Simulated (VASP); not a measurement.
# CuMo (P4/mmm) in VASP: further runs

Runs on CuMo. Level: PBE. Tasks: single point, relaxation of cell and atoms.

All numbers are computed with VASP 6.6.1; they aren't measurements. Logs are shortened: lines on timing, memory, paths and dates and some standing lists are left out, and cuts for length are marked.

## Step 1: The cell of the first run

It takes space group P4/mmm (No. 123, tetragonal). Conventional cell: a = 2.586 Å, b = 2.586 Å, c = 4.149 Å, α = 90.00°, β = 90.00°, γ = 90.00°. Cu (site symmetry 4/mmm) has 4 Cu at 2.59 Å and 8 Mo at 2.77 Å within 3.4 Å. Mo (site symmetry 4/mmm) has 4 Mo at 2.59 Å and 8 Cu at 2.77 Å within 3.4 Å.

The cell was generated, and may not be a known phase.

## Step 2: Single point, PBE

Input file INCAR:

```
SYSTEM = CuMo
PREC = Accurate
ENCUT = 520
EDIFF = 1E-6
ISMEAR = 0
SIGMA = 0.1
LREAL = .FALSE.
LASPH = .TRUE.
NELM = 100
ALGO = Fast
ISIF = 2
LWAVE = .FALSE.
LCHARG = .TRUE.
GGA = PE
LELF = .TRUE.
LVHAR = .TRUE.
NBANDS = 20
```

Input file KPOINTS:

```
regular mesh
0
G
  22 22 14
  0 0 0
```

Input file POSCAR:

```
CuMo
1.0
    2.5857998009      0.0000000000      0.0000000000
    0.0000000000      2.5857998009      0.0000000000
    0.0000000000      0.0000000000      4.1486293524
Cu Mo
1 1
Direct
    0.0000000000      0.0000000000      0.0000000000
    0.5000000000      0.5000000000      0.5000000000
```

Potentials or basis: VASP PAW PBE potentials, release 64 (Cu, Mo_sv).

Command:

```bash
> cat potpaw_PBE.64/Cu/POTCAR potpaw_PBE.64/Mo_sv/POTCAR > POTCAR
> mpirun -np 1 vasp_std > vasp.out
```

OUTCAR:

```text
SYSTEM = CuMo
   PREC = Accurate
   ENCUT = 520
   EDIFF = 1E-6
   ISMEAR = 0
   LREAL = .FALSE.
   LASPH = .TRUE.
   NELM = 100
   ISIF = 2
   GGA = PE

 ion  position               nearest neighbor table
   1  0.000  0.000  0.000-   2 2.77   2 2.77   2 2.77   2 2.77   2 2.77   2 2.77   2 2.77   2 2.77

   2  0.500  0.500  0.500-   1 2.77   1 2.77   1 2.77   1 2.77   1 2.77   1 2.77   1 2.77   1 2.77

  LATTYP: Found a simple tetragonal cell.
 ALAT       =     2.5857998009
 C/A-ratio  =     1.6043892303

  Lattice vectors:

 A1 = (   2.5857998009,   0.0000000000,   0.0000000000)
 A2 = (   0.0000000000,   2.5857998009,   0.0000000000)
 A3 = (   0.0000000000,   0.0000000000,   4.1486293524)

Analysis of symmetry for initial positions (statically):
=====================================================================
 Subroutine PRICEL returns:
 Original cell was already a primitive cell.

 Routine SETGRP: Setting up the symmetry group for a
 simple tetragonal supercell.

 Subroutine GETGRP returns: Found 16 space group operations
 (whereof 16 operations were pure point group operations)
 out of a pool of 16 trial point group operations.

The static configuration has the point symmetry D_4h.

Analysis of symmetry for dynamics (positions and initial velocities):
=====================================================================
 Subroutine PRICEL returns:
 Original cell was already a primitive cell.

 Routine SETGRP: Setting up the symmetry group for a
 simple tetragonal supercell.

 Subroutine GETGRP returns: Found 16 space group operations
 (whereof 16 operations were pure point group operations)
 out of a pool of 16 trial point group operations.

The dynamic configuration has the point symmetry D_4h.

 Subroutine INISYM returns: Found 16 space group operations
 (whereof 16 operations are pure point group operations),
 and found     1 'primitive' translations

----------------------------------------------------------------------------------------

                                     Primitive cell

  volume of cell :      27.7392

  direct lattice vectors                    reciprocal lattice vectors
     2.585799801  0.000000000  0.000000000     0.386727542  0.000000000  0.000000000
     0.000000000  2.585799801  0.000000000     0.000000000  0.386727542  0.000000000
     0.000000000  0.000000000  4.148629352     0.000000000  0.000000000  0.241043466

  length of vectors
     2.585799801  2.585799801  4.148629352     0.386727542  0.386727542  0.241043466

  position of ions in fractional coordinates (direct lattice)
     0.000000000  0.000000000  0.000000000
     0.500000000  0.500000000  0.500000000

  ion indices of the primitive-cell ions
   primitive index   ion index
                 1           1
                 2           2

----------------------------------------------------------------------------------------

 KPOINTS: regular mesh

Automatic generation of k-mesh.
 Grid dimensions read from file:
 generate k-points for:   22   22   14

 Generating k-lattice:

  Cartesian coordinates                     Fractional coordinates (reciprocal lattice)
     0.017578525  0.000000000  0.000000000     0.045454545  0.000000000  0.000000000
     0.000000000  0.017578525  0.000000000     0.000000000  0.045454545  0.000000000
     0.000000000  0.000000000  0.017217390     0.000000000  0.000000000  0.071428571

  Length of vectors
     0.017578525  0.017578525  0.017217390

  Shift w.r.t. Gamma in fractional coordinates (k-lattice)
     0.000000000  0.000000000  0.000000000

 Subroutine IBZKPT returns following result:
 ===========================================

 Found    624 irreducible k-points:

 Following reciprocal coordinates:
            Coordinates               Weight
  0.000000  0.000000  0.000000      1.000000
  0.045455  0.000000  0.000000      4.000000
  0.090909  0.000000  0.000000      4.000000
  0.136364  0.000000  0.000000      4.000000
  0.181818  0.000000  0.000000      4.000000
  0.227273  0.000000  0.000000      4.000000
[... 16 lines left out ...]
  0.500000  0.045455  0.000000      4.000000
  0.090909  0.090909  0.000000      4.000000
 [... further k-points ...]
   k-points           NKPTS =    624   k-points in BZ     NKDIM =    624   number of bands    NBANDS=     20
   number of dos      NEDOS =    301   number of ions     NIONS =      2
   total plane-waves  NPLWV =  12800
   dimension x,y,z NGX =    20 NGY =   20 NGZ =   32
   dimension x,y,z NGXF=    40 NGYF=   40 NGZF=   64
   ions per type =               1   1
   NGX,Y,Z   is equivalent  to a cutoff of  12.86, 12.86, 12.82 a.u.
   NGXF,Y,Z  is equivalent  to a cutoff of  25.72, 25.72, 25.65 a.u.
 SYSTEM =  CuMo
   PREC   = accura    normal or accurate (medium, high low for compatibility)
   ISTART =      0    job   : 0-new  1-cont  2-samecut
   ICHARG =      2    charge: 1-file 2-atom 10-const
   ISPIN  =      1    spin polarized calculation?
   LNONCOLLINEAR =      F non collinear calculations
   LSORBIT =      F    spin-orbit coupling
   LASPH  =      T    aspherical Exc in radial PAW
   ENCUT  =  520.0 eV  38.22 Ry    6.18 a.u.   4.81  4.81  7.71*2*pi/ulx,y,z
   NELM   =    100;   NELMIN=  2; NELMDL= -5     # of ELM steps
   EDIFF  = 0.1E-05   stopping-criterion for ELM
   LREAL  =      F    real-space projection
   EDIFFG = 0.1E-04   stopping-criterion for IOM
   NSW    =      0    number of steps for IOM
   IBRION =     -1    ionic relax: 0-MD 1-quasi-New 2-CG
   NFREE  =      0    steps in history (QN), initial steepest desc. (CG)
   ISIF   =      2    stress and relaxation
   ISYM   =      2    0-nonsym 1-usesym 2-fastsym
   POTIM  = 0.5000    time-step for ionic-motion
   TEBEG  =    0.0;   TEEND  =   0.0 temperature during run
   PSTRESS=    0.0 pullay stress
   NELECT =      25.0000    total number of electrons
   NUPDOWN=      -1.0000    fix difference up-down
   EMIN   =  10.00;   EMAX   =-10.00  energy-range for DOS
   EFERMI =   0.00;   METHOD = LEGACY
   ISMEAR =     0;   SIGMA  =   0.10  broadening in eV -4-tet -1-fermi 0-gaus
   EFERMI_NEDOS =   21; number of points for ismear=-14 and -15
   IALGO  =     68    algorithm
   IMIX   =      4    mixing-type and parameters
     AMIX     =   0.40;   BMIX     =  1.00
     AMIX_MAG =   1.60;   BMIX_MAG =  1.00
  volume/ion in A,a.u.               =      13.87        93.60
  Fermi-wavevector in a.u.,A,eV,Ry     =   1.581333  2.988286 34.022923  2.500614
  Thomas-Fermi vector in A             =   2.681425
   LORBIT       =      0    0 simple, 1 ext, 2 COOP (PROOUT), +10 PAW based schemes
   GGA     = PE    functional components
   LHFCALC =     F    Hartree Fock is set to
   AEXX    =    0.0000 exact exchange contribution
   IVDW    =     0    specifies the selected vdW correction
   LEPSILON=     F    determine dielectric tensor
   LRPA    =     F    only Hartree local field effects (RPA)
 non-spin polarized calculation
 RMM-DIIS sequential band-by-band and
 Gauss-broadening in eV      SIGMA  =   0.10
  energy-cutoff  :      520.00
  volume of cell :       27.74
 maximum number of plane-waves:       766
 NGX is ok and might be reduce to    20
   NGX =  9   NGY =  9   NGZ = 15

 number of electron      24.9999977 magnetization

 Free energy of the ion-electron system (eV)
  ---------------------------------------------------
  ext. energy  EPLUGINS =         0.00000000
  ---------------------------------------------------
  free energy    TOTEN  =       -14.18637132 eV

  energy without entropy =      -14.17803472  energy(sigma->0) =      -14.18220302

 E-fermi :  10.0954     XC(G=0): -13.0295

 val. band max:       10.0932474182   @ k =   0.4545   0.4545   0.0714
 cond. band min:      10.0979033660   @ k =   0.4545   0.2273   0.4286
 fundamental gap:      0.0046559478
 Fermi energy:        10.0953950213

 k-point     1 :       0.0000    0.0000    0.0000
  band No.  band energies     occupation
      1     -50.8146      2.00000
      2     -24.8892      2.00000
      3     -24.0787      2.00000
      4     -24.0787      2.00000
      5       2.0308      2.00000
      6       5.0927      2.00000
[... 12 lines left out ...]
     19      23.9962      0.00000
     20      26.7826      0.00000

 k-point     2 :       0.0455    0.0000    0.0000
  band No.  band energies     occupation
      1     -50.8105      2.00000
      2     -24.8855      2.00000
      3     -24.1120      2.00000
      4     -24.0759      2.00000
      5       2.0870      2.00000
      6       5.1354      2.00000
[... 12 lines left out ...]
     19      24.1023      0.00000
     20      26.8628      0.00000

 k-point     3 :       0.0909    0.0000    0.0000
  band No.  band energies     occupation
      1     -50.7985      2.00000
      2     -24.8745      2.00000
      3     -24.2084      2.00000
      4     -24.0676      2.00000
      5       2.2527      2.00000
      6       5.2499      2.00000
[... 12 lines left out ...]
     19      24.4067      0.00000
     20      27.0788      0.00000

 k-point     4 :       0.1364    0.0000    0.0000
  band No.  band energies     occupation
      1     -50.7795      2.00000
      2     -24.8571      2.00000
      3     -24.3583      2.00000
      4     -24.0546      2.00000
      5       2.5201      2.00000
      6       5.4060      2.00000
[... 12 lines left out ...]
     19      24.8760      0.00000
     20      27.3516      0.00000

 k-point     5 :       0.1818    0.0000    0.0000
  band No.  band energies     occupation
      1     -50.7550      2.00000
      2     -24.8346      2.00000
      3     -24.5475      2.00000
      4     -24.0377      2.00000
      5       2.8785      2.00000
      6       5.5797      2.00000
[... 12 lines left out ...]
     19      25.4748      0.00000
     20      27.6017      0.00000
[... 353 lines left out ...]
      6       6.4538      2.00000
[... 12 lines left out ...]
     19      24.0669      0.00000
     20      24.9097      0.00000

 k-point    22 :       0.4545    0.0455    0.0000
  band No.  band energies     occupation
      1     -50.6076      2.00000
      2     -25.5645      2.00000
      3     -24.7003      2.00000
      4     -23.9715      2.00000
      5       5.9678      2.00000
      6       6.5109      2.00000
[... 12 lines left out ...]
     19      23.2739      0.00000
     20      24.9344      0.00000

 k-point    23 :       0.5000    0.0455    0.0000
  band No.  band energies     occupation
      1     -50.6033      2.00000
      2     -25.5931      2.00000
      3     -24.6964      2.00000
      4     -23.9685      2.00000
      5       6.1614      2.00000
      6       6.4993      2.00000
[... 12 lines left out ...]
     19      22.9190      0.00000
     20      24.9891      0.00000

 k-point    24 :       0.0909    0.0909    0.0000
  band No.  band energies     occupation
      1     -50.7824      2.00000
      2     -24.8598      2.00000
      3     -24.2032      2.00000
      4     -24.1901      2.00000
      5       2.4713      2.00000
      6       5.4180      2.00000
[... 12 lines left out ...]
     19      23.1049      0.00000
     20      27.3911      0.00000

 [... further k-points ...]

------------------------ aborting loop because EDIFF is reached ----------------------------------------

  FORCE on cell =-STRESS in cart. coord.  units (eV):
  Direction    XX          YY          ZZ          XY          YZ          ZX
  --------------------------------------------------------------------------------------
  -------------------------------------------------------------------------------------
  Total        0.0805695      0.0805695      0.1147749      0.0000000      0.0000000      0.0000000
  in kB        4.6535752      4.6535752      6.6292299      0.0000000      0.0000000      0.0000000
  external PRESSURE =       5.3121267 kB  Pullay stress =       0.0000000 kB

 VOLUME and BASIS-vectors are now :
 -----------------------------------------------------------------------------
  energy-cutoff  :      520.00
  volume of cell :       27.74
      direct lattice vectors                 reciprocal lattice vectors
     2.585799801  0.000000000  0.000000000     0.386727542  0.000000000  0.000000000
     0.000000000  2.585799801  0.000000000     0.000000000  0.386727542  0.000000000
     0.000000000  0.000000000  4.148629352     0.000000000  0.000000000  0.241043466

 POSITION                                       TOTAL-FORCE (eV/Angst)
 -----------------------------------------------------------------------------------
      0.00000      0.00000      0.00000         0.000000      0.000000      0.000000
      1.29290      1.29290      2.07431         0.000000      0.000000      0.000000
 -----------------------------------------------------------------------------------
    total drift:                                0.000000      0.000000      0.000000

  FREE ENERGIE OF THE ION-ELECTRON SYSTEM (eV)
  ---------------------------------------------------
  free  energy   TOTEN  =       -14.1863713225 eV

  energy  without entropy=      -14.1780347164  energy(sigma->0) =      -14.18220302
```

It took 2.7 min on 1 thread of Intel Xeon 6975P-C (Granite Rapids), shared host; peak memory 0.42 GiB.

Results:

| Quantity | Value |
| --- | --- |
| Free energy | -14.1864 eV |
| Pressure | 0.5 GPa |
| Band gap on the k mesh | zero (an odd number of electrons rules out a gap without spin polarisation) |

Levels at points of the mesh, in eV from the Fermi level:
```
           k point  band 9  band 10  band 11  band 12  band 13  band 14  band 15  band 16
(0.00, 0.00, 0.00)   -2.74    -2.74    -2.15    -1.81     1.12     2.60     2.60     4.18
(0.50, 0.00, 0.00)   -3.23    -2.68    -2.47    -2.32     0.16     0.93     2.80     6.74
(0.50, 0.50, 0.00)   -1.72    -1.59     0.15     0.15     1.90     3.23     3.23     6.44
(0.00, 0.00, 0.50)   -3.11    -2.56    -2.56    -2.14    -1.23     1.99     1.99     4.16
(0.50, 0.00, 0.50)   -2.63    -2.31    -1.32    -0.34     1.11     1.23     2.13     2.93
(0.50, 0.50, 0.50)   -2.70    -2.65    -2.65    -1.72     1.82     6.41     6.44     8.36
```

## Step 3: Relaxation of cell and atoms, PBE

This run uses another cell than the first one, of 13.81 Å³/atom.

Input file INCAR:

```
PREC = Accurate
ENCUT = 600
EDIFF = 1E-6
ISMEAR = 0
SIGMA = 0.1
LREAL = F
LASPH = T
NELM = 80
ALGO = Fast
ISIF = 3
LWAVE = F
LCHARG = F
GGA = PE
IBRION = 2
NSW = 100
EDIFFG = -0.01
```

Input file KPOINTS:

```
regular mesh
0
Gamma
  22 22 14
```

Input file POSCAR:

```
CuMo
1.0
    2.5642405723      0.0000000000      0.0000000000
    0.0000000000      2.5642405723      0.0000000000
    0.0000000000      0.0000000000      4.2015002648
Cu Mo
1 1
Direct
    0.0000000000      0.0000000000      0.0000000000
    0.5000000000      0.5000000000      0.5000000000
```

Potentials or basis: VASP PAW PBE potentials, release 64 (Cu, Mo_sv).

Command:

```bash
> cat potpaw_PBE.64/Cu/POTCAR potpaw_PBE.64/Mo_sv/POTCAR > POTCAR
> mpirun -np 1 vasp_std > vasp.out
```

Run time: 16 min. Hardware: 1 thread of Intel Xeon 6975P-C (Granite Rapids), shared host; peak memory 0.49 GiB.

Results (log left out):

```
Free energy                           : -14.1864 eV
Relaxed volume                        : 13.92 Å³/atom
Relaxed cell                          : a = 2.587 Å, b = 2.587 Å, c = 4.161 Å, α = 90.00°, β = 90.00°, γ = 90.00°
Space group after relaxing (to 0.1 Å) : P4/mmm (No. 123)
Energy gained by relaxing             : 2.1 meV/atom
Ionic steps                           : 13
Pressure after relaxing               : 0.0 GPa
Band gap on the k mesh                : zero (an odd number of electrons rules out a gap without spin polarisation)
```

Step by step:
| step | energy change (eV) | largest force (eV/Å) | pressure (GPa) | volume (Å³) |
| --- | --- | --- | --- | --- |
| 1 | 0.0000 | 0.0000 | 1.74 | 27.63 |
| 2 | -0.0004 | 0.0000 | -2.92 | 28.23 |
| 3 | -0.0027 | 0.0000 | -0.15 | 27.94 |
| 4 | -0.0026 | 0.0000 | -0.92 | 27.99 |
| 5 | -0.0027 | 0.0000 | -0.76 | 27.97 |
| 6 | -0.0027 | 0.0000 | -0.98 | 27.96 |
| 7 | -0.0029 | 0.0000 | 1.43 | 27.64 |
| 8 | -0.0034 | 0.0000 | 0.32 | 27.79 |
| 9 | -0.0034 | 0.0000 | 0.53 | 27.78 |
| 10 | -0.0041 | 0.0000 | 0.56 | 27.78 |
| 11 | -0.0041 | 0.0000 | 0.29 | 27.78 |
| 12 | -0.0041 | 0.0000 | 0.21 | 27.78 |
| 13 | -0.0041 | 0.0000 | -0.05 | 27.84 |

Final structure:
```xyz
2
Lattice="2.5867 0.0000 0.0000 0.0000 2.5867 0.0000 0.0000 0.0000 4.1609" Properties=species:S:1:pos:R:3 pbc="T T T"
Cu    0.0000    0.0000    4.1609
Mo    1.2934    1.2934    2.0804
```

Levels at points of the mesh, in eV from the Fermi level:
```
           k point  band 9  band 10  band 11  band 12  band 13  band 14  band 15  band 16
(0.00, 0.00, 0.00)   -2.72    -2.72    -2.13    -1.82     1.09     2.60     2.60     4.18
(0.50, 0.00, 0.00)   -3.21    -2.66    -2.46    -2.31     0.16     0.93     2.80     6.72
(0.50, 0.50, 0.00)   -1.71    -1.59     0.14     0.14     1.90     3.24     3.24     6.43
(0.00, 0.00, 0.50)   -3.10    -2.54    -2.54    -2.12    -1.24     2.00     2.00     4.16
(0.50, 0.00, 0.50)   -2.61    -2.31    -1.31    -0.33     1.11     1.23     2.12     2.93
(0.50, 0.50, 0.50)   -2.68    -2.62    -2.62    -1.71     1.81     6.41     6.43     8.33
```
